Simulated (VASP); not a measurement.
Input of a VASP 6.6.1 run:

The input POSCAR:

```
CdF2
1.0
    0.0000000000      2.6940000000      2.6131800000
    2.6940000000      0.0000000000      2.6131800000
    2.6940000000      2.6940000000      0.0000000000
Cd F
1 2
Direct
    0.0000000000      0.0000000000      0.0000000000
    0.2500000000      0.2500000000      0.2500000000
    0.7500000000      0.7500000000      0.7500000000
```

Contents of INCAR.step1:

```
PREC     = Accurate       # precision mode
ENCUT    = 770            # plane-wave cutoff, eV
ISMEAR   = 0              # smearing method
SIGMA    = 0.05           # smearing width, eV
LREAL    = F              # projectors in reciprocal space
LASPH    = T              # aspherical terms in the spheres
NELM     = 120            # most SCF steps
NBANDS   = 24             # bands
GGA      = PE             # functional
ALGO     = Normal         # electronic algorithm
EDIFF    = 1E-5           # SCF threshold, eV
LWAVE    = T              # write WAVECAR
LCHARG   = F              # write CHGCAR
GGA_COMPAT= F
```

The input INCAR.step2:

```
PREC     = Accurate       # precision mode
ENCUT    = 770            # plane-wave cutoff, eV
EDIFF    = 1E-6           # SCF threshold, eV
ISMEAR   = 0              # smearing method
SIGMA    = 0.05           # smearing width, eV
LREAL    = F              # projectors in reciprocal space
LASPH    = T              # aspherical terms in the spheres
NELM     = 120            # most SCF steps
ALGO     = Normal         # electronic algorithm
ISIF     = 2              # what is computed and relaxed
LWAVE    = F              # write WAVECAR
LCHARG   = F              # write CHGCAR
METAGGA  = R2SCAN         # meta-GGA
LMIXTAU  = T            
NBANDS   = 24             # bands
ISTART   = 1            
GGA_COMPAT= F
```

KPOINTS

```
Automatic mesh
0
Gamma
  8 8 8
```

Potentials or basis: VASP PAW PBE potentials, release 64 (Cd_sv_GW, F).

Command:

```console
$ cat potpaw_PBE.64/Cd_sv_GW/POTCAR potpaw_PBE.64/F/POTCAR > POTCAR
$ cp INCAR.step1 INCAR
$ mpirun -np 1 vasp_std > vasp.out
$ cp INCAR.step2 INCAR
$ mpirun -np 1 vasp_std > vasp.out
```

(1) Estimate the band gap on the k mesh.

(2) Estimate the pressure.

Answers

(1) 3.87 eV (least direct gap 4.34 eV).

(2) 3.3 GPa.

Caveat: the cell differs from its parent crystal (strain +0.000 along x and y, -0.030 along z); the cell stands under pressure; the PAW data sets were made with another functional, which shifts forces and pressure a little.
